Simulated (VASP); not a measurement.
# Ga2SiS (P4/mmm) in VASP: relaxation of cell and atoms with PBE

Aim: the relaxation of cell and atoms of Ga2SiS with PBE.

All numbers are computed with VASP 6.6.1; they aren't measurements. Logs are shortened: lines on timing, memory, paths and dates and some standing lists are left out, and cuts for length are marked.

## (1) The cell of the first run

It takes space group P4/mmm (No. 123, tetragonal). The conventional cell has a = 3.781 Å, b = 3.781 Å, c = 5.215 Å, α = 90.00°, β = 90.00°, γ = 90.00°. Ga (site symmetry mmm) has 4 Ga at 2.67 Å and 4 Si at 3.22 Å and 4 S at 3.22 Å within 3.5 Å. Si (site symmetry 4/mmm) has 4 S at 2.67 Å and 8 Ga at 3.22 Å within 3.5 Å. Within 3.5 Å of S (site symmetry 4/mmm) lie 4 Si at 2.67 Å and 8 Ga at 3.22 Å.

## (2) Relaxation of cell and atoms, PBE

Contents of INCAR:

```
SYSTEM = Ga2SiS
PREC = Accurate ; ENCUT = 600
EDIFF = 1E-6 ; ISMEAR = 0
SIGMA = 0.1 ; LREAL = .FALSE.
LASPH = .TRUE. ; NELM = 100
ALGO = Normal ; ISIF = 3
LWAVE = .FALSE. ; LCHARG = .FALSE.
GGA = PE ; IBRION = 2
NSW = 100 ; EDIFFG = -0.01
```

Contents of KPOINTS:

```
Automatic mesh
0
G
  12 12 10
  0 0 0
```

Contents of POSCAR:

```
Ga2SiS
1.0
    3.7814874962      0.0000000000      0.0000000000
    0.0000000000      3.7814874962      0.0000000000
    0.0000000000      0.0000000000      5.2146298240
Ga Si S
2 1 1
Direct
    0.0000000000      0.5000000000      0.5000000000
    0.5000000000      0.0000000000      0.5000000000
    0.5000000000      0.5000000000      0.0000000000
    0.0000000000      0.0000000000      0.0000000000
```

Potentials or basis: VASP PAW PBE potentials, release 64 (Ga_d, Si, S).

The run is started by

```
> cat potpaw_PBE.64/Ga_d/POTCAR potpaw_PBE.64/Si/POTCAR potpaw_PBE.64/S/POTCAR > POTCAR
> mpirun -np 1 vasp_std > vasp.out
```

OUTCAR:

```text
SYSTEM = Ga2SiS
   PREC = Accurate
   ENCUT = 600
   EDIFF = 1E-6
   ISMEAR = 0
   LREAL = .FALSE.
   LASPH = .TRUE.
   NELM = 100
   ISIF = 3
   GGA = PE
   IBRION = 2
   NSW = 100
   EDIFFG = -0.01

 ion  position               nearest neighbor table
   1  0.000  0.500  0.500-   2 2.67   2 2.67   2 2.67   2 2.67
   2  0.500  0.000  0.500-   1 2.67   1 2.67   1 2.67   1 2.67
   3  0.500  0.500  0.000-   4 2.67   4 2.67   4 2.67   4 2.67
   4  0.000  0.000  0.000-   3 2.67   3 2.67   3 2.67   3 2.67

  LATTYP: Found a simple tetragonal cell.
 ALAT       =     3.7814874962
 C/A-ratio  =     1.3789890431

  Lattice vectors:

 A1 = (   3.7814874962,   0.0000000000,   0.0000000000)
 A2 = (   0.0000000000,   3.7814874962,   0.0000000000)
 A3 = (   0.0000000000,   0.0000000000,   5.2146298240)

Analysis of symmetry for initial positions (statically):
=====================================================================
 Subroutine PRICEL returns:
 Original cell was already a primitive cell.

 Routine SETGRP: Setting up the symmetry group for a
 simple tetragonal supercell.

 Subroutine GETGRP returns: Found 16 space group operations
 (whereof 16 operations were pure point group operations)
 out of a pool of 16 trial point group operations.

The static configuration has the point symmetry D_4h.

Analysis of symmetry for dynamics (positions and initial velocities):
=====================================================================
 Subroutine PRICEL returns:
 Original cell was already a primitive cell.

 Routine SETGRP: Setting up the symmetry group for a
 simple tetragonal supercell.

 Subroutine GETGRP returns: Found 16 space group operations
 (whereof 16 operations were pure point group operations)
 out of a pool of 16 trial point group operations.

The dynamic configuration has the point symmetry D_4h.

 Subroutine INISYM returns: Found 16 space group operations
 (whereof 16 operations are pure point group operations),
 and found     1 'primitive' translations

----------------------------------------------------------------------------------------

                                     Primitive cell

  volume of cell :      74.5674

  direct lattice vectors                    reciprocal lattice vectors
     3.781487496  0.000000000  0.000000000     0.264446200  0.000000000  0.000000000
     0.000000000  3.781487496  0.000000000     0.000000000  0.264446200  0.000000000
     0.000000000  0.000000000  5.214629824     0.000000000  0.000000000  0.191768166

  length of vectors
     3.781487496  3.781487496  5.214629824     0.264446200  0.264446200  0.191768166

  position of ions in fractional coordinates (direct lattice)
     0.000000000  0.500000000  0.500000000
     0.500000000  0.000000000  0.500000000
     0.500000000  0.500000000  0.000000000
     0.000000000  0.000000000  0.000000000

  ion indices of the primitive-cell ions
   primitive index   ion index
                 1           1
                 2           2
                 3           3
                 4           4

----------------------------------------------------------------------------------------

 KPOINTS: Automatic mesh

Automatic generation of k-mesh.
 Grid dimensions read from file:
 generate k-points for:   12   12   10

 Generating k-lattice:

  Cartesian coordinates                     Fractional coordinates (reciprocal lattice)
     0.022037183  0.000000000  0.000000000     0.083333333  0.000000000  0.000000000
     0.000000000  0.022037183  0.000000000     0.000000000  0.083333333  0.000000000
     0.000000000  0.000000000  0.019176817     0.000000000  0.000000000  0.100000000

  Length of vectors
     0.022037183  0.022037183  0.019176817

  Shift w.r.t. Gamma in fractional coordinates (k-lattice)
     0.000000000  0.000000000  0.000000000

 Subroutine IBZKPT returns following result:
 ===========================================

 Found    168 irreducible k-points:

 Following reciprocal coordinates:
            Coordinates               Weight
  0.000000  0.000000  0.000000      1.000000
  0.083333  0.000000  0.000000      4.000000
  0.166667  0.000000  0.000000      4.000000
  0.250000  0.000000  0.000000      4.000000
  0.333333  0.000000  0.000000      4.000000
  0.416667  0.000000  0.000000      4.000000
[... 16 lines left out ...]
  0.333333  0.333333  0.000000      4.000000
  0.416667  0.333333  0.000000      8.000000
 [... further k-points ...]
   k-points           NKPTS =    168   k-points in BZ     NKDIM =    168   number of bands    NBANDS=     22
   number of dos      NEDOS =    301   number of ions     NIONS =      4
   total plane-waves  NPLWV =  37800
   dimension x,y,z NGX =    30 NGY =   30 NGZ =   42
   dimension x,y,z NGXF=    60 NGYF=   60 NGZF=   84
   ions per type =               2   1   1
   NGX,Y,Z   is equivalent  to a cutoff of  13.19, 13.19, 13.39 a.u.
   NGXF,Y,Z  is equivalent  to a cutoff of  26.38, 26.38, 26.78 a.u.
 SYSTEM =  Ga2SiS
   PREC   = accura    normal or accurate (medium, high low for compatibility)
   ISTART =      0    job   : 0-new  1-cont  2-samecut
   ICHARG =      2    charge: 1-file 2-atom 10-const
   ISPIN  =      1    spin polarized calculation?
   LNONCOLLINEAR =      F non collinear calculations
   LSORBIT =      F    spin-orbit coupling
   LASPH  =      T    aspherical Exc in radial PAW
   ENCUT  =  600.0 eV  44.10 Ry    6.64 a.u.   7.55  7.55 10.41*2*pi/ulx,y,z
   NELM   =    100;   NELMIN=  2; NELMDL= -5     # of ELM steps
   EDIFF  = 0.1E-05   stopping-criterion for ELM
   LREAL  =      F    real-space projection
   EDIFFG = -.1E-01   stopping-criterion for IOM
   NSW    =    100    number of steps for IOM
   IBRION =      2    ionic relax: 0-MD 1-quasi-New 2-CG
   NFREE  =      1    steps in history (QN), initial steepest desc. (CG)
   ISIF   =      3    stress and relaxation
   ISYM   =      2    0-nonsym 1-usesym 2-fastsym
   POTIM  = 0.5000    time-step for ionic-motion
   TEBEG  =    0.0;   TEEND  =   0.0 temperature during run
   PSTRESS=    0.0 pullay stress
   NELECT =      36.0000    total number of electrons
   NUPDOWN=      -1.0000    fix difference up-down
   EMIN   =  10.00;   EMAX   =-10.00  energy-range for DOS
   EFERMI =   0.00;   METHOD = LEGACY
   ISMEAR =     0;   SIGMA  =   0.10  broadening in eV -4-tet -1-fermi 0-gaus
   EFERMI_NEDOS =   21; number of points for ismear=-14 and -15
   IALGO  =     38    algorithm
   IMIX   =      4    mixing-type and parameters
     AMIX     =   0.40;   BMIX     =  1.00
     AMIX_MAG =   1.60;   BMIX_MAG =  1.00
  volume/ion in A,a.u.               =      18.64       125.80
  Fermi-wavevector in a.u.,A,eV,Ry     =   1.284279  2.426935 22.441077  1.649373
  Thomas-Fermi vector in A             =   2.416482
   LORBIT       =      0    0 simple, 1 ext, 2 COOP (PROOUT), +10 PAW based schemes
   GGA     = PE    functional components
   LHFCALC =     F    Hartree Fock is set to
   AEXX    =    0.0000 exact exchange contribution
   IVDW    =     0    specifies the selected vdW correction
   LEPSILON=     F    determine dielectric tensor
   LRPA    =     F    only Hartree local field effects (RPA)
 conjugate gradient relaxation of ions
 non-spin polarized calculation
 Gauss-broadening in eV      SIGMA  =   0.10
  energy-cutoff  :      600.00
  volume of cell :       74.57
 maximum number of plane-waves:      2524
   NGX = 15   NGY = 15   NGZ = 21

--------------------------------------- Ionic step        1  -------------------------------------------

 number of electron      36.0000021 magnetization

 Free energy of the ion-electron system (eV)
  ---------------------------------------------------
  ext. energy  EPLUGINS =         0.00000000
  ---------------------------------------------------
  free energy    TOTEN  =       -14.45105700 eV

  energy without entropy =      -14.44581921  energy(sigma->0) =      -14.44843810

------------------------ aborting loop because EDIFF is reached ----------------------------------------

  FORCE on cell =-STRESS in cart. coord.  units (eV):
  Direction    XX          YY          ZZ          XY          YZ          ZX
  --------------------------------------------------------------------------------------
  -------------------------------------------------------------------------------------
  Total       -0.3659365     -0.3659365      0.4184604      0.0000000      0.0000000      0.0000000
  in kB       -7.8626247     -7.8626247      8.9911676      0.0000000      0.0000000      0.0000000
  external PRESSURE =      -2.2446940 kB  Pullay stress =       0.0000000 kB

 VOLUME and BASIS-vectors are now :
 -----------------------------------------------------------------------------
  energy-cutoff  :      600.00
  volume of cell :       74.57
      direct lattice vectors                 reciprocal lattice vectors
     3.781487496  0.000000000  0.000000000     0.264446200  0.000000000  0.000000000
     0.000000000  3.781487496  0.000000000     0.000000000  0.264446200  0.000000000
     0.000000000  0.000000000  5.214629824     0.000000000  0.000000000  0.191768166
[... 115 lines left out ...]
 POSITION                                       TOTAL-FORCE (eV/Angst)
 -----------------------------------------------------------------------------------
      0.00000      1.87283      2.63556         0.000000      0.000000      0.000000
      1.87283      0.00000      2.63556         0.000000      0.000000      0.000000
      1.87283      1.87283     -0.00000         0.000000      0.000000      0.000000
      0.00000      0.00000      0.00000         0.000000      0.000000      0.000000
 -----------------------------------------------------------------------------------
    total drift:                                0.000000      0.000000      0.000000

  FREE ENERGIE OF THE ION-ELECTRON SYSTEM (eV)
  ---------------------------------------------------
  free  energy   TOTEN  =       -14.4567219646 eV

  energy  without entropy=      -14.4507079222  energy(sigma->0) =      -14.45371494

--------------------------------------- Ionic step        5  -------------------------------------------

 number of electron      36.0000020 magnetization

 Free energy of the ion-electron system (eV)
  ---------------------------------------------------
  ext. energy  EPLUGINS =         0.00000000
  ---------------------------------------------------
  free energy    TOTEN  =       -14.45743481 eV

  energy without entropy =      -14.45116894  energy(sigma->0) =      -14.45430187

 E-fermi :   6.2362     XC(G=0): -10.6205

 val. band max:        6.2255134814   @ k =   0.3333   0.0833   0.3000
 cond. band min:       6.2379839385   @ k =   0.5000   0.0000   0.5000
 fundamental gap:      0.0124704570
 Fermi energy:         6.2362248940

 k-point     1 :       0.0000    0.0000    0.0000
  band No.  band energies     occupation
      1      -9.0869      2.00000
      2      -8.9577      2.00000
      3      -8.9467      2.00000
      4      -8.8104      2.00000
      5      -8.8104      2.00000
      6      -8.6189      2.00000
[... 14 lines left out ...]
     21      11.1491      0.00000
     22      11.3584      0.00000
[... 552 lines left out ...]
  band No.  band energies     occupation
      1      -8.9615      2.00000
      2      -8.8893      2.00000
      3      -8.8495      2.00000
      4      -8.8262      2.00000
      5      -8.6971      2.00000
      6      -8.6362      2.00000
[... 14 lines left out ...]
     21       7.4800      0.00000
     22       8.8457      0.00000

 [... further k-points ...]
[... 5 lines left out ...]
  --------------------------------------------------------------------------------------
  -------------------------------------------------------------------------------------
  Total       -0.0129571     -0.0129571      0.0105733      0.0000000      0.0000000      0.0000000
  in kB       -0.2789053     -0.2789053      0.2275932      0.0000000      0.0000000      0.0000000
  external PRESSURE =      -0.1100725 kB  Pullay stress =       0.0000000 kB

 VOLUME and BASIS-vectors are now :
 -----------------------------------------------------------------------------
  energy-cutoff  :      600.00
  volume of cell :       74.43
      direct lattice vectors                 reciprocal lattice vectors
     3.748945552  0.000000000  0.000000000     0.266741671  0.000000000  0.000000000
     0.000000000  3.748945552 -0.000000000     0.000000000  0.266741671  0.000000000
     0.000000000 -0.000000000  5.295949506     0.000000000  0.000000000  0.188823553

 POSITION                                       TOTAL-FORCE (eV/Angst)
 -----------------------------------------------------------------------------------
      0.00000      1.87447      2.64797         0.000000     -0.000000      0.000000
      1.87447     -0.00000      2.64797         0.000000     -0.000000      0.000000
      1.87447      1.87447     -0.00000         0.000000      0.000000      0.000000
      0.00000      0.00000      0.00000         0.000000      0.000000      0.000000
 -----------------------------------------------------------------------------------
    total drift:                                0.000000      0.000000      0.000000

  FREE ENERGIE OF THE ION-ELECTRON SYSTEM (eV)
  ---------------------------------------------------
  free  energy   TOTEN  =       -14.4574348066 eV

  energy  without entropy=      -14.4511689377  energy(sigma->0) =      -14.45430187

 reached required accuracy - stopping structural energy minimisation
```

Wall time 9.7 min (1 thread of Intel Xeon Platinum 8488C (Sapphire Rapids), shared host); peak memory 0.45 GiB.

What came out:

* Free energy: -14.4574 eV
* Relaxed volume: 18.61 Å³/atom
* Relaxed cell: a = 3.749 Å, b = 3.749 Å, c = 5.296 Å, α = 90.00°, β = 90.00°, γ = 90.00°
* Space group after relaxing (to 0.05 Å): P4/mmm (No. 123)
* Energy gained by relaxing: 1.6 meV/atom
* Ionic steps: 5
* Pressure after relaxing: 0.0 GPa
* Band gap on the k mesh: zero (band 18 reaches 7.58 eV, above the bottom of band 19 at 4.19 eV)

The path:
```tsv
step	energy change (eV)	largest force (eV/Å)	pressure (GPa)	volume (Å³)
1	0.0000	0.0000	-0.22	74.57
2	-0.0041	0.0000	-0.01	74.28
3	-0.0057	0.0000	0.29	73.98
4	-0.0057	0.0000	0.36	73.95
5	-0.0064	0.0000	-0.01	74.43
```

Final structure:
```
CELL_PARAMETERS angstrom
3.74895 0.00000 0.00000
0.00000 3.74895 0.00000
0.00000 0.00000 5.29595
ATOMIC_POSITIONS crystal
Ga 0.00000 0.50000 0.50000
Ga 0.50000 0.00000 0.50000
Si 0.50000 0.50000 0.00000
S 0.00000 0.00000 0.00000
```
